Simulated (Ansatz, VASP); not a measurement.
Two plane-wave programs on WC

```xyz
2
Lattice="2.9065 0.0000 0.0000 -1.4532 2.5171 0.0000 0.0000 0.0000 2.8366" Properties=species:S:1:pos:R:3 pbc="T T T"
W     0.0000    0.0000    0.0000
C     1.4533    0.8390    1.4183
```

Alike in both runs: task single point; functional r2SCAN; dispersion rVV10; k mesh 10 × 10 × 9; occupations fermi-dirac, width 0.05 eV; no spin polarisation.

|  | VASP | Ansatz |
| --- | --- | --- |
| version | VASP 6.6.1 | Ansatz 0.2.0 |
| potentials or method | VASP PAW PBE potentials, release 64 (W_sv, C) | Ansatz PAW |
| plane-wave cutoff (eV) | 520 | 500 |
| valence electrons in the cell | 18 | 18 |

|  | VASP | Ansatz | Ansatz less VASP |
| --- | --- | --- | --- |
| gap on the k mesh at the Fermi level (eV) | none | none | - |
| pressure (GPa) | 1.8 | -0.6 | -2.47 |
| traceless stress, the component that is largest in VASP (GPa) | -0.96 | -1.16 | -0.200 |

VASP's potentials were made for PBE, not for r2SCAN. A gap of «none» marks a metal or a gap that the smearing closes.

Spin-orbit coupling is off throughout.
